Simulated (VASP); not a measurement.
## W: single point with PBEsol

W:

```
CELL_PARAMETERS angstrom
-2.34788 1.67706 1.67706
1.67706 -2.34788 1.67706
1.67706 1.67706 -2.34788
ATOMIC_POSITIONS crystal
W 0.00000 0.00000 0.00000
```

This cell differs from its parent crystal: ratio of the length along [111] to the lengths across it x 0.5, volume and fractional coordinates fixed.

```json
{
  "Program": "VASP 6.6.1",
  "Task": "single point",
  "Functional": "PBEsol",
  "Potentials or basis": "VASP PAW PBE potentials, release 64 (W_sv)",
  "Cutoff": "520 eV",
  "k mesh": "24 × 24 × 24",
  "Occupations": "gaussian, width 0.15 eV",
  "Spin": "no spin polarisation",
  "Dipole correction": "no",
  "Further INCAR settings": "ALGO = Fast; EDIFF = 1e-06; NBANDS = 13"
}
```

```json
{"Pressure": "240.6 GPa", "Band gap on the k mesh": "zero (bands 7 and 8 overlap by 7.84 eV)"}
```

Stress tensor (GPa, compression positive):
```
240.65 259.79 259.79
259.79 240.65 259.79
259.79 259.79 240.65
```

Levels at points of the mesh, in eV from the Fermi level:
```tsv
k point	band 5	band 6	band 7	band 8	band 9	band 10
(0.00, 0.00, 0.00)	-9.91	-5.35	-3.97	-3.97	8.20	14.72
(0.50, 0.00, 0.00)	-9.26	-8.72	2.94	3.36	5.54	6.39
(0.50, 0.50, 0.00)	-7.61	-5.77	-1.84	-0.75	1.99	7.85
(0.50, 0.50, 0.50)	-9.38	-9.38	3.87	3.87	8.60	10.35
```

It took 11 min on 1 thread of Intel Xeon 8259CL, with other jobs on the host, peak memory 0.4 GiB.

Caveat: atoms lie so close that the PAW spheres overlap strongly, which falsifies energies and pressures; the cell stands under pressure; the PAW data sets were made with another functional, which shifts forces and pressure a little; spin-orbit coupling is left out, which moves the levels of the heavy elements.
